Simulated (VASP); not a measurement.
# Ni2GeO (P-6m2) in VASP: a series of runs

Ni2GeO is run at these levels: PBE; tasks: single point, relaxation of cell and atoms.

Program: VASP 6.6.1. These are calculated values, not measurements. Logs are shortened: lines on timing, memory, paths and dates and some standing lists are left out, and cuts for length are marked.

### 1 The cell of the first run

Symmetry: P-6m2, No. 187, hexagonal system. Conventional cell: a = 2.977 Å, b = 2.977 Å, c = 5.899 Å, α = 90.00°, β = 90.00°, γ = 120.00°. Within 2.8 Å of Ni (site symmetry 3m) lie 3 O at 2.15 Å and 3 Ge at 2.38 Å and 1 Ni at 2.59 Å. Ge (site symmetry -6m2) has 6 Ni at 2.38 Å and 6 Ge at 2.98 Å within 3.1 Å. Within 2.8 Å of O (site symmetry -6m2) lie 6 Ni at 2.15 Å.

### 2 Single point, PBE, collinear spin, ferromagnetic start

INCAR reads:

```
SYSTEM = Ni2GeO
  PREC = Accurate
  ENCUT = 520
  EDIFF = 1E-6
  ISMEAR = 0
  SIGMA = 0.15
  LREAL = .FALSE.
  LASPH = .TRUE.
  NELM = 150
  ALGO = Normal
  ISIF = 2
  LWAVE = .FALSE.
  LCHARG = .FALSE.
  ISPIN = 2
  MAGMOM = 2 2 0 0
  LORBIT = 11
  LMAXMIX = 4
  GGA = PE
  NBANDS = 32
```

KPOINTS reads:

```
regular mesh
0
G
  5 5 3
  0 0 0
```

POSCAR reads:

```
Ni2GeO
1.0
    2.9766165475      0.0000000000      0.0000000000
   -1.4883082738      2.5778255475      0.0000000000
    0.0000000000      0.0000000000      5.8994967625
Ni Ge O
2 1 1
Direct
    0.6666666667      0.3333333333      0.7802039362
    0.6666666667      0.3333333333      0.2197960638
    0.3333333333      0.6666666667      0.5000000000
    0.0000000000      0.0000000000      0.0000000000
```

Potentials or basis: VASP PAW PBE potentials, release 64 (Ni, Ge_d, O).

Run with:

```sh
$ cat potpaw_PBE.64/Ni/POTCAR potpaw_PBE.64/Ge_d/POTCAR potpaw_PBE.64/O/POTCAR > POTCAR
$ mpirun -np 1 vasp_std > vasp.out
```

OUTCAR:

```text
SYSTEM = Ni2GeO
   PREC = Accurate
   ENCUT = 520
   EDIFF = 1E-6
   ISMEAR = 0
   LREAL = .FALSE.
   LASPH = .TRUE.
   NELM = 150
   ISIF = 2
   ISPIN = 2
   LORBIT = 11
   GGA = PE

 ion  position               nearest neighbor table
   1  0.667  0.333  0.780-   4 2.15   4 2.15   4 2.15   3 2.38   3 2.38   3 2.38   2 2.59
   2  0.667  0.333  0.220-   4 2.15   4 2.15   4 2.15   3 2.38   3 2.38   3 2.38   1 2.59
   3  0.333  0.667  0.500-   1 2.38   2 2.38   1 2.38   2 2.38   1 2.38   2 2.38
   4  0.000  0.000  0.000-   1 2.15   2 2.15   1 2.15   2 2.15   1 2.15   2 2.15

  LATTYP: Found a hexagonal cell.
 ALAT       =     2.9766165475
 C/A-ratio  =     1.9819471767

  Lattice vectors:

 A1 = (   2.9766165475,   0.0000000000,   0.0000000000)
 A2 = (  -1.4883082738,   2.5778255475,   0.0000000000)
 A3 = (   0.0000000000,   0.0000000000,   5.8994967625)

Analysis of symmetry for initial positions (statically):
=====================================================================
 Subroutine PRICEL returns:
 Original cell was already a primitive cell.

 Routine SETGRP: Setting up the symmetry group for a
 hexagonal supercell.

 Subroutine GETGRP returns: Found 12 space group operations
 (whereof 12 operations were pure point group operations)
 out of a pool of 24 trial point group operations.

The static configuration has the point symmetry D_3h.

Analysis of symmetry for dynamics (positions and initial velocities):
=====================================================================
 Subroutine PRICEL returns:
 Original cell was already a primitive cell.

 Routine SETGRP: Setting up the symmetry group for a
 hexagonal supercell.

 Subroutine GETGRP returns: Found 12 space group operations
 (whereof 12 operations were pure point group operations)
 out of a pool of 24 trial point group operations.

The dynamic configuration has the point symmetry D_3h.

Analysis of structural, dynamic, and magnetic symmetry:
=====================================================================
 Subroutine PRICEL returns:
 Original cell was already a primitive cell.

 Routine SETGRP: Setting up the symmetry group for a
 hexagonal supercell.

 Subroutine GETGRP returns: Found 12 space group operations
 (whereof 12 operations were pure point group operations)
 out of a pool of 24 trial point group operations.

The overall configuration has the point symmetry D_3h.

 Subroutine INISYM returns: Found 12 space group operations
 (whereof 12 operations are pure point group operations),
 and found     1 'primitive' translations

----------------------------------------------------------------------------------------

                                     Primitive cell

  volume of cell :      45.2680

  direct lattice vectors                    reciprocal lattice vectors
     2.976616547  0.000000000  0.000000000     0.335951905  0.193961923  0.000000000
    -1.488308274  2.577825547  0.000000000     0.000000000  0.387923846  0.000000000
     0.000000000  0.000000000  5.899496763     0.000000000  0.000000000  0.169505983

  length of vectors
     2.976616547  2.976616548  5.899496763     0.387923846  0.387923846  0.169505983

  position of ions in fractional coordinates (direct lattice)
     0.666666667  0.333333333  0.780203936
     0.666666667  0.333333333  0.219796064
     0.333333333  0.666666667  0.500000000
     0.000000000  0.000000000  0.000000000

  ion indices of the primitive-cell ions
   primitive index   ion index
                 1           1
                 2           2
                 3           3
                 4           4

----------------------------------------------------------------------------------------

 KPOINTS: regular mesh

Automatic generation of k-mesh.
 Grid dimensions read from file:
 generate k-points for:    5    5    3

 Generating k-lattice:

  Cartesian coordinates                     Fractional coordinates (reciprocal lattice)
     0.067190381  0.038792385  0.000000000     0.200000000  0.000000000  0.000000000
     0.000000000  0.077584769  0.000000000     0.000000000  0.200000000  0.000000000
     0.000000000  0.000000000  0.056501994     0.000000000  0.000000000  0.333333333

  Length of vectors
     0.077584769  0.077584769  0.056501994

  Shift w.r.t. Gamma in fractional coordinates (k-lattice)
     0.000000000  0.000000000  0.000000000

 Subroutine IBZKPT returns following result:
 ===========================================

 Found     10 irreducible k-points:

 Following reciprocal coordinates:
            Coordinates               Weight
  0.000000  0.000000  0.000000      1.000000
  0.200000  0.000000  0.000000      6.000000
  0.400000  0.000000  0.000000      6.000000
  0.200000  0.200000  0.000000      6.000000
  0.400000  0.200000  0.000000      6.000000
  0.000000  0.000000  0.333333      2.000000
  0.200000  0.000000  0.333333     12.000000
  0.400000  0.000000  0.333333     12.000000
  0.200000  0.200000  0.333333     12.000000
  0.400000  0.200000  0.333333     12.000000
   k-points           NKPTS =     10   k-points in BZ     NKDIM =     10   number of bands    NBANDS=     32
   number of dos      NEDOS =    301   number of ions     NIONS =      4
   total plane-waves  NPLWV =  27648
   dimension x,y,z NGX =    24 NGY =   24 NGZ =   48
   dimension x,y,z NGXF=    48 NGYF=   48 NGZF=   96
   ions per type =               2   1   1
   NGX,Y,Z   is equivalent  to a cutoff of  13.40, 13.40, 13.53 a.u.
   NGXF,Y,Z  is equivalent  to a cutoff of  26.81, 26.81, 27.05 a.u.
 SYSTEM =  Ni2GeO
   PREC   = accura    normal or accurate (medium, high low for compatibility)
   ISTART =      0    job   : 0-new  1-cont  2-samecut
   ICHARG =      2    charge: 1-file 2-atom 10-const
   ISPIN  =      2    spin polarized calculation?
   LNONCOLLINEAR =      F non collinear calculations
   LSORBIT =      F    spin-orbit coupling
   LASPH  =      T    aspherical Exc in radial PAW
   ENCUT  =  520.0 eV  38.22 Ry    6.18 a.u.   5.53  5.53 10.97*2*pi/ulx,y,z
   NELM   =    150;   NELMIN=  2; NELMDL= -5     # of ELM steps
   EDIFF  = 0.1E-05   stopping-criterion for ELM
   LREAL  =      F    real-space projection
   EDIFFG = 0.1E-04   stopping-criterion for IOM
   NSW    =      0    number of steps for IOM
   IBRION =     -1    ionic relax: 0-MD 1-quasi-New 2-CG
   NFREE  =      0    steps in history (QN), initial steepest desc. (CG)
   ISIF   =      2    stress and relaxation
   ISYM   =      2    0-nonsym 1-usesym 2-fastsym
   POTIM  = 0.5000    time-step for ionic-motion
   TEBEG  =    0.0;   TEEND  =   0.0 temperature during run
   PSTRESS=    0.0 pullay stress
   NELECT =      40.0000    total number of electrons
   NUPDOWN=      -1.0000    fix difference up-down
   EMIN   =  10.00;   EMAX   =-10.00  energy-range for DOS
   EFERMI =   0.00;   METHOD = LEGACY
   ISMEAR =     0;   SIGMA  =   0.15  broadening in eV -4-tet -1-fermi 0-gaus
   EFERMI_NEDOS =   21; number of points for ismear=-14 and -15
   IALGO  =     38    algorithm
   IMIX   =      4    mixing-type and parameters
     AMIX     =   0.40;   BMIX     =  1.00
     AMIX_MAG =   1.60;   BMIX_MAG =  1.00
  volume/ion in A,a.u.               =      11.32        76.37
  Fermi-wavevector in a.u.,A,eV,Ry     =   1.570957  2.968679 33.577909  2.467907
  Thomas-Fermi vector in A             =   2.672613
   LORBIT       =     11    0 simple, 1 ext, 2 COOP (PROOUT), +10 PAW based schemes
   GGA     = PE    functional components
   LHFCALC =     F    Hartree Fock is set to
   AEXX    =    0.0000 exact exchange contribution
   IVDW    =     0    specifies the selected vdW correction
   LEPSILON=     F    determine dielectric tensor
   LRPA    =     F    only Hartree local field effects (RPA)
 spin polarized calculation
 Gauss-broadening in eV      SIGMA  =   0.15
  energy-cutoff  :      520.00
  volume of cell :       45.27
 maximum number of plane-waves:      1257
 NGX is ok and might be reduce to    24
   NGX = 11   NGY = 11   NGZ = 21

 number of electron      40.0000023 magnetization       0.0009590

 Free energy of the ion-electron system (eV)
  ---------------------------------------------------
  ext. energy  EPLUGINS =         0.00000000
  ---------------------------------------------------
  free energy    TOTEN  =       -21.45869437 eV

  energy without entropy =      -21.42355472  energy(sigma->0) =      -21.44112454

 E-fermi :   8.1396     XC(G=0): -12.5530

 val. band max:        8.0487864853   @ k =   0.2000   0.0000   0.0000
 cond. band min:       8.1730260686   @ k =   0.0000   0.0000   0.3333
 fundamental gap:      0.1242395833
 Fermi energy:         8.1395509161

 spin component 1

 k-point     1 :       0.0000    0.0000    0.0000
  band No.  band energies     occupation
      1     -16.5694      1.00000
      2     -16.5694      1.00000
      3     -16.4736      1.00000
      4     -16.4521      1.00000
      5     -16.4521      1.00000
      6     -10.7410      1.00000
[... 339 lines left out ...]
     31      21.8742      0.00000
     32      27.4014      0.00000
 Fermi energy:         8.1395509161

 spin component 2

 k-point     1 :       0.0000    0.0000    0.0000
  band No.  band energies     occupation
      1     -16.5694      1.00000
      2     -16.5694      1.00000
      3     -16.4737      1.00000
      4     -16.4522      1.00000
      5     -16.4522      1.00000
      6     -10.7405      1.00000
[... 339 lines left out ...]
     31      21.8742      0.00000
     32      27.4014      0.00000

------------------------ aborting loop because EDIFF is reached ----------------------------------------

  FORCE on cell =-STRESS in cart. coord.  units (eV):
  Direction    XX          YY          ZZ          XY          YZ          ZX
  --------------------------------------------------------------------------------------
  -------------------------------------------------------------------------------------
  Total        0.0759236      0.0759236      0.0630903     -0.0000000      0.0000000      0.0000000
  in kB        2.6871765      2.6871765      2.2329643     -0.0000000      0.0000000      0.0000000
  external PRESSURE =       2.5357724 kB  Pullay stress =       0.0000000 kB

 VOLUME and BASIS-vectors are now :
 -----------------------------------------------------------------------------
  energy-cutoff  :      520.00
  volume of cell :       45.27
      direct lattice vectors                 reciprocal lattice vectors
     2.976616547  0.000000000  0.000000000     0.335951905  0.193961923  0.000000000
    -1.488308274  2.577825547  0.000000000     0.000000000  0.387923846  0.000000000
     0.000000000  0.000000000  5.899496763     0.000000000  0.000000000  0.169505983

 POSITION                                       TOTAL-FORCE (eV/Angst)
 -----------------------------------------------------------------------------------
      1.48831      0.85928      4.60281         0.000000      0.000000      0.061727
      1.48831      0.85928      1.29669         0.000000      0.000000     -0.061727
     -0.00000      1.71855      2.94975        -0.000000      0.000000      0.000000
      0.00000      0.00000      0.00000         0.000000      0.000000      0.000000
 -----------------------------------------------------------------------------------
    total drift:                               -0.000000      0.000000      0.000000

  FREE ENERGIE OF THE ION-ELECTRON SYSTEM (eV)
  ---------------------------------------------------
  free  energy   TOTEN  =       -21.4586943667 eV

  energy  without entropy=      -21.4235547190  energy(sigma->0) =      -21.44112454

 total charge

# of ion       s       p       d       tot
------------------------------------------
    1        0.381   0.428   8.412   9.221
    2        0.381   0.428   8.412   9.221
    3        1.130   1.254  10.094  12.479
    4        1.575   3.322   0.000   4.897
--------------------------------------------------
tot          3.467   5.432  26.918  35.817

 magnetization (x)

# of ion       s       p       d       tot
------------------------------------------
    1       -0.000  -0.000   0.000   0.000
    2       -0.000  -0.000   0.000   0.000
    3       -0.000  -0.000   0.000  -0.000
    4       -0.000   0.000   0.000   0.000
--------------------------------------------------
tot         -0.000   0.000   0.001   0.001
```

Wall time 20 s (1 thread of Intel Xeon 6975P-C (Granite Rapids), shared host); peak memory 0.19 GiB.

Results:

* Free energy: -21.4587 eV
* Pressure: 0.3 GPa
* Largest force: 0.062 eV/Å
* Band gap on the k mesh: zero (filled and empty bands overlap)
* Net moment: 0.00 μB per cell
* Valence electrons inside the program's atomic spheres: Ni 9.22; Ge 12.48; O 4.90

Forces in eV/Å, atoms in the order of the input:
```
Ni   0.000  0.000  0.062
Ni   0.000  0.000 -0.062
Ge   0.000  0.000  0.000
O    0.000  0.000  0.000
```

Caveat: the k points lie up to 0.49 Å⁻¹ apart; the starting moments collapsed, and a magnetic state may lie lower.

(Part 1 of 2 ends here.)
